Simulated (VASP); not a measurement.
# Ni (Fm-3m) in VASP: settings compared, part 2 of 2

VASP 6.6.1. The steps go on from the part before.

**3. Single point, r2SCAN, collinear spin, ferromagnetic start (10.10 Å³/atom)**

This run uses another cell than the first one, of 10.10 Å³/atom.

POSCAR

```
Ni
1.0
    0.0000000000      1.7157058636      1.7157058636
    1.7157058636      0.0000000000      1.7157058636
    1.7157058636      1.7157058636      0.0000000000
Ni
1
Direct
    0.0000000000      0.0000000000      0.0000000000
```

INCAR.step1

```
SYSTEM = Ni
PREC = Accurate
ENCUT = 520
ISMEAR = 0
SIGMA = 0.05
LREAL = .False.
LASPH = .True.
NELM = 150
ISPIN = 2
MAGMOM = 0.88
LMAXMIX = 4
NBANDS = 15
GGA = PE
ALGO = Normal
EDIFF = 1E-4
LWAVE = .True.
LCHARG = .False.
```

INCAR.step2

```
SYSTEM = Ni
PREC = Accurate
ENCUT = 520
EDIFF = 1E-6
ISMEAR = 0
SIGMA = 0.05
LREAL = .False.
LASPH = .True.
NELM = 150
ALGO = Normal
ISIF = 2
LWAVE = .False.
LCHARG = .True.
ISPIN = 2
MAGMOM = 0.88
LORBIT = 11
LMAXMIX = 4
METAGGA = R2SCAN
LMIXTAU = .True.
LELF = .True.
LVHAR = .True.
NBANDS = 15
ISTART = 1
```

KPOINTS

```
Automatic mesh
0
Gamma
  22 22 22
  0 0 0
```

Potentials or basis: VASP PAW PBE potentials, release 64 (Ni).

Run with:

```console
$ cat potpaw_PBE.64/Ni/POTCAR > POTCAR
$ cp INCAR.step1 INCAR
$ mpirun -np 1 vasp_std > vasp.out
$ cp INCAR.step2 INCAR
$ mpirun -np 1 vasp_std > vasp.out
```

OUTCAR:

```text
SYSTEM = Ni
   PREC = Accurate
   ENCUT = 520
   EDIFF = 1E-6
   ISMEAR = 0
   LREAL = .False.
   LASPH = .True.
   NELM = 150
   ISIF = 2
   ISPIN = 2
   LORBIT = 11
   METAGGA = R2SCAN
   ISTART = 1

 ion  position               nearest neighbor table
   1  0.000  0.000  0.000-

  LATTYP: Found a face centered cubic cell.
 ALAT       =     3.4314117272

  Lattice vectors:

 A1 = (   0.0000000000,   1.7157058636,   1.7157058636)
 A2 = (   1.7157058636,   0.0000000000,   1.7157058636)
 A3 = (   1.7157058636,   1.7157058636,   0.0000000000)

Analysis of symmetry for initial positions (statically):
=====================================================================
 Subroutine PRICEL returns:
 Original cell was already a primitive cell.

 Routine SETGRP: Setting up the symmetry group for a
 face centered cubic supercell.

 Subroutine GETGRP returns: Found 48 space group operations
 (whereof 48 operations were pure point group operations)
 out of a pool of 48 trial point group operations.

The static configuration has the point symmetry O_h .

Analysis of symmetry for dynamics (positions and initial velocities):
=====================================================================
 Subroutine PRICEL returns:
 Original cell was already a primitive cell.

 Routine SETGRP: Setting up the symmetry group for a
 face centered cubic supercell.

 Subroutine GETGRP returns: Found 48 space group operations
 (whereof 48 operations were pure point group operations)
 out of a pool of 48 trial point group operations.

The dynamic configuration has the point symmetry O_h .

Analysis of structural, dynamic, and magnetic symmetry:
=====================================================================
 Subroutine PRICEL returns:
 Original cell was already a primitive cell.

 Routine SETGRP: Setting up the symmetry group for a
 face centered cubic supercell.

 Subroutine GETGRP returns: Found 48 space group operations
 (whereof 48 operations were pure point group operations)
 out of a pool of 48 trial point group operations.

The overall configuration has the point symmetry O_h .

[... 155 lines left out ...]
  band No.  band energies     occupation
      1       0.4521      1.00000
      2       7.2961      1.00000
      3       7.2962      1.00000
      4       7.2962      1.00000
      5       8.7027      1.00000
      6       8.7027      1.00000
      7      35.5957      0.00000
      8      40.3542      0.00000
      9      40.3542      0.00000
     10      40.3547      0.00000
     11      43.2619      0.00000
     12      43.2619      0.00000
     13      43.2619      0.00000
     14      46.4769      0.00000
[... 403 lines left out ...]
      4       8.8686      1.00000
      5       9.3477      1.00000
      6      10.2878      0.99985
      7      16.8999      0.00000
      8      33.5635      0.00000
      9      36.3681      0.00000
     10      37.0868      0.00000
     11      40.5802      0.00000
     12      41.3301      0.00000
     13      47.4029      0.00000
     14      53.3137      0.00000
     15      59.3964      0.00000

 [... further k-points ...]

 spin component 2

 k-point     1 :       0.0000    0.0000    0.0000
  band No.  band energies     occupation
      1       0.2116      1.00000
      2       8.5637      1.00000
      3       8.5637      1.00000
      4       8.5637      1.00000
      5       9.4345      1.00000
      6       9.4345      1.00000
      7      35.3559      0.00000
      8      40.4600      0.00000
      9      40.4601      0.00000
     10      40.4601      0.00000
     11      43.5498      0.00000
     12      43.5498      0.00000
     13      43.5498      0.00000
     14      46.5654      0.00000
[... 403 lines left out ...]
      4       9.2844      1.00000
      5      10.5389      0.00024
      6      10.9304      0.00000
      7      17.5360      0.00000
      8      33.5016      0.00000
      9      36.5904      0.00000
     10      37.3372      0.00000
     11      40.7536      0.00000
     12      41.4925      0.00000
     13      47.8230      0.00000
     14      55.7756      0.00000
     15      59.7917      0.00000

 [... further k-points ...]
[... 5 lines left out ...]
  --------------------------------------------------------------------------------------
  -------------------------------------------------------------------------------------
  Total        0.6258061      0.6258061      0.6258061      0.0000000      0.0000000     -0.0000000
  in kB       99.2640303     99.2640303     99.2640303      0.0000000      0.0000000     -0.0000000
  external PRESSURE =      99.2640303 kB  Pullay stress =       0.0000000 kB

 VOLUME and BASIS-vectors are now :
 -----------------------------------------------------------------------------
  energy-cutoff  :      520.00
  volume of cell :       10.10
      direct lattice vectors                 reciprocal lattice vectors
     0.000000000  1.715705864  1.715705864    -0.291425244  0.291425244  0.291425244
     1.715705864  0.000000000  1.715705864     0.291425244 -0.291425244  0.291425244
     1.715705864  1.715705864  0.000000000     0.291425244  0.291425244 -0.291425244

 POSITION                                       TOTAL-FORCE (eV/Angst)
 -----------------------------------------------------------------------------------
      0.00000      0.00000      0.00000         0.000000     -0.000000      0.000000
 -----------------------------------------------------------------------------------
    total drift:                                0.000000     -0.000000     -0.000000

  FREE ENERGIE OF THE ION-ELECTRON SYSTEM (eV)
  ---------------------------------------------------
  free  energy   TOTEN  =       -11.9308659837 eV

  energy  without entropy=      -11.9291739263  energy(sigma->0) =      -11.93001995

 total charge

# of ion       s       p       d       tot
------------------------------------------
    1        0.547   0.589   8.353   9.489

 magnetization (x)

# of ion       s       p       d       tot
------------------------------------------
    1       -0.010  -0.042   0.760   0.707
```

OUTCAR.step1:

```text
SYSTEM = Ni
   PREC = Accurate
   ENCUT = 520
   ISMEAR = 0
   LREAL = .False.
   LASPH = .True.
   NELM = 150
[... 1104 lines left out ...]
 -----------------------------------------------------------------------------------
      0.00000      0.00000      0.00000        -0.000000      0.000000      0.000000
 -----------------------------------------------------------------------------------
    total drift:                                0.000000     -0.000000     -0.000000

  FREE ENERGIE OF THE ION-ELECTRON SYSTEM (eV)
  ---------------------------------------------------
  free  energy   TOTEN  =        -5.4311392453 eV

  energy  without entropy=       -5.4294399199  energy(sigma->0) =       -5.43028958
```

OSZICAR.step1:

```text
N       E                     dE             d eps       ncg     rms          rms(c)
DAV:   1     0.333603664272E+02    0.33360E+02   -0.41752E+03 21004   0.872E+02
DAV:   2    -0.502775430471E+01   -0.38388E+02   -0.35723E+02 22347   0.165E+02
DAV:   3    -0.644545170080E+01   -0.14177E+01   -0.14064E+01 23999   0.311E+01
DAV:   4    -0.645314002174E+01   -0.76883E-02   -0.76872E-02 24381   0.219E+00
DAV:   5    -0.645321347643E+01   -0.73455E-04   -0.73453E-04 24620   0.192E-01    0.107E+01
DAV:   6    -0.569652234258E+01    0.75669E+00   -0.11856E+01 28612   0.386E+01    0.532E+00
DAV:   7    -0.545117916661E+01    0.24534E+00   -0.17876E+00 25433   0.135E+01    0.223E+00
DAV:   8    -0.543359109295E+01    0.17588E-01   -0.24365E-02 26882   0.113E+00    0.974E-01
DAV:   9    -0.543149345427E+01    0.20976E-02   -0.17460E-03 32038   0.256E-01    0.251E-01
DAV:  10    -0.543116634701E+01    0.32711E-03   -0.24429E-04 22434   0.837E-02    0.538E-02
DAV:  11    -0.543113924527E+01    0.27102E-04   -0.54632E-05 20004   0.506E-02
   1 F= -.54311392E+01 E0= -.54302896E+01  d E =-.169933E-02  mag=     0.6366
```

Wall time 7.2 min (1 thread of Intel Xeon Platinum 8259CL at 2.50GHz (Skylake/Cascade Lake), shared host); peak memory 0.19 GiB.

What came out:

```yaml
Free_energy: -11.9309 eV
Pressure: 9.9 GPa
Net_moment: 0.69 μB per cell
Site_moments: Ni +0.71 μB
Valence_electrons_inside_the_program's_atomic_spheres: Ni 9.49
```

Caveat: the cell stands under pressure; the PAW data sets were made with another functional, which shifts forces and pressure a little.
